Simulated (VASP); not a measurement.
Here is a VASP 6.6.1 calculation.

INCAR

```
SYSTEM = Li
PREC = Accurate
ENCUT = 520
EDIFF = 1E-6
ISMEAR = -1
SIGMA = 0.1
LREAL = .FALSE.
LASPH = .TRUE.
NELM = 60
ALGO = Normal
ISIF = 2
LWAVE = .FALSE.
LCHARG = .FALSE.
GGA = PS
NBANDS = 10
```

Contents of KPOINTS:

```
regular mesh
0
G
  18 18 10
  0 0 0
```

POSCAR

```
Li
1.0
    3.0528418645      0.0000000000      0.0000000000
   -1.5264209322      2.6438386084      0.0000000000
    0.0000000000      0.0000000000      5.0030045290
Li
2
Direct
    0.3333333333      0.6666666667      0.2500000000
    0.6666666667      0.3333333333      0.7500000000
```

Potentials or basis: VASP PAW PBE potentials, release 64 (Li_sv).

Command:

```console
$ cat potpaw_PBE.64/Li_sv/POTCAR > POTCAR
$ mpirun -np 1 vasp_std > vasp.out
```

Problem. Predict the band gap on the k mesh.

Solution. Zero (bands 3 and 4 overlap by 4.63 eV).
